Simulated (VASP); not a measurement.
Input of a VASP 6.6.1 run:

File POSCAR:

```
AlP
1.0
    0.0000000000      2.7255000000      2.7255000000
    2.7255000000      0.0000000000      2.7255000000
    2.7255000000      2.7255000000      0.0000000000
Al P
1 1
Direct
    0.0000000000      0.0000000000      0.0000000000
    0.2500000000      0.2500000000      0.2500000000
```

File INCAR.step1:

```
SYSTEM = AlP
ALGO     = Normal         ! electronic algorithm
EDIFF    = 1E-5           ! SCF threshold, eV
ENCUT    = 400            ! plane-wave cutoff, eV
GGA      = PE             ! functional
GGA_COMPAT= .False.      
ISIF     = 2              ! what is computed and relaxed
ISMEAR   = -1             ! smearing method
LASPH    = .True.         ! aspherical terms in the spheres
LCHARG   = .False.        ! write CHGCAR
LREAL    = .False.        ! projectors in reciprocal space
LWAVE    = .True.         ! write WAVECAR
NBANDS   = 11             ! bands
NELM     = 120            ! most SCF steps
PREC     = Accurate       ! precision mode
SIGMA    = 0.02           ! smearing width, eV
```

Contents of INCAR.step2:

```
SYSTEM = AlP
ALGO     = Normal         ! electronic algorithm
EDIFF    = 1E-6           ! SCF threshold, eV
ENCUT    = 400            ! plane-wave cutoff, eV
GGA      = PE             ! functional
GGA_COMPAT= .False.      
HFSCREEN = 0.2079         ! screening, 1/A
ISIF     = 2              ! what is computed and relaxed
ISMEAR   = -1             ! smearing method
ISTART   = 1            
LASPH    = .True.         ! aspherical terms in the spheres
LCHARG   = .False.        ! write CHGCAR
LHFCALC  = .True.         ! exact exchange
LREAL    = .False.        ! projectors in reciprocal space
LWAVE    = .False.        ! write WAVECAR
NBANDS   = 11             ! bands
NELM     = 120            ! most SCF steps
PREC     = Accurate       ! precision mode
PRECFOCK = Normal       
SIGMA    = 0.02           ! smearing width, eV
```

The input KPOINTS:

```
k-points
0
Gamma
  4 4 4
  0 0 0
```

Potentials or basis: VASP PAW PBE potentials, release 64 (Al, P).

Launch:

```bash
$ cat potpaw_PBE.64/Al/POTCAR potpaw_PBE.64/P/POTCAR > POTCAR
$ cp INCAR.step1 INCAR
$ mpirun -np 1 vasp_std > vasp.out
$ cp INCAR.step2 INCAR
$ mpirun -np 1 vasp_std > vasp.out
```

Q: What does it give for the pressure?

A: 1.4 GPa.

Q: Predict the band gap on the k mesh.

A: 2.27 eV (least direct gap 4.30 eV).

Caveat: the k points lie up to 0.50 Å⁻¹ apart; the PAW data sets were made with another functional, which shifts forces and pressure a little. A k mesh can miss the band edges.
